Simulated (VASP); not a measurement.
Input of a VASP 6.6.1 run:

Contents of INCAR:

```
ALGO = Normal
EDIFF = 1E-8
ENCUT = 520
GGA = PE
IBRION = 8
ISIF = 2
ISMEAR = -1
ISPIN = 2
LASPH = True
LCHARG = False
LMAXMIX = 4
LORBIT = 11
LREAL = False
LWAVE = False
MAGMOM = 2 2
NELM = 150
NSW = 1
PREC = Accurate
SIGMA = 0.05
```

File KPOINTS:

```
k-points
0
Gamma
  10 10 6
```

Contents of POSCAR:

```
Co
1.0
    2.4873648738      0.0000000000      0.0000000000
   -1.2436824369      2.1541211692      0.0000000000
    0.0000000000      0.0000000000      4.0632895034
Co
2
Direct
    0.3333333333      0.6666666667      0.7401390000
    0.6666666667      0.3333333333      0.2598610000
```

Potentials or basis: VASP PAW PBE potentials, release 64 (Co).

Launch:

```sh
$ cat potpaw_PBE.64/Co/POTCAR > POTCAR
$ mpirun -np 1 vasp_std > vasp.out
```

What does it give for the highest phonon frequency at Γ?

265 cm⁻¹.

What does it give for the net moment?

3.32 μB per cell.

Phonon frequencies in cm⁻¹ (negative: imaginary):
| q point | frequencies |
| --- | --- |
| (0.000, 0.000, 0.000) | 0 0 0 143 143 265 |
